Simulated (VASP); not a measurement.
Wanted: the native input for a VASP 6.6.1 run.

```yaml
Task: relaxation of cell and atoms
Functional: PBEsol
Potentials_or_basis: VASP PAW PBE potentials, release 64 (Cu)
Cutoff: 600 eV
k_mesh: 20 × 20 × 20
Occupations: gaussian, width 0.1 eV
Spin: no spin polarisation
Target_pressure: 5 GPa
Dipole_correction: no
Further_INCAR_settings: ALGO = Fast; EDIFF = 1e-07; IBRION = 2; EDIFFG = -0.008; NSW = 70; ISIF = 3
```

The structure of Cu lies in POSCAR:

```
Cu
1.0
    0.0000000000      1.7650911448      1.7650911448
    1.7650911448      0.0000000000      1.7650911448
    1.7650911448      1.7650911448      0.0000000000
Cu
1
Direct
    0.0000000000      0.0000000000      0.0000000000
```

The input as run:

INCAR

```
ALGO = Fast ; EDIFF = 1E-7
EDIFFG = -0.008 ; ENCUT = 600
GGA = PS ; IBRION = 2
ISIF = 3 ; ISMEAR = 0
LASPH = True ; LCHARG = False
LREAL = False ; LWAVE = False
NELM = 60 ; NSW = 70
PREC = Accurate ; PSTRESS = 50.0
SIGMA = 0.1
```

KPOINTS

```
k-points
0
Gamma
  20 20 20
```

Potentials or basis: VASP PAW PBE potentials, release 64 (Cu).

Run with:

```sh
$ cat potpaw_PBE.64/Cu/POTCAR > POTCAR
$ mpirun -np 1 vasp_std > vasp.out
```

Results of the run:

- Relaxed volume: 11.05 Å³/atom
- Relaxed cell: a = 2.500 Å, b = 2.500 Å, c = 2.500 Å, α = 60.00°, β = 60.00°, γ = 60.00°
- Space group after relaxing (to 0.05 Å): Fm-3m (No. 225)
- Energy change on relaxing (the enthalpy is what falls): -1.8 meV/atom
- Ionic steps: 3
- Pressure after relaxing: 5.0 GPa

Caveat: the cell is relaxed towards a set pressure, so the enthalpy falls and the energy may rise; the PAW data sets were made with another functional, which shifts forces and pressure a little.

Run time: 62 s on 1 thread of Intel(R) Xeon(R) Platinum 8488C (Sapphire Rapids) (shared host), peak memory 0.15 GiB.
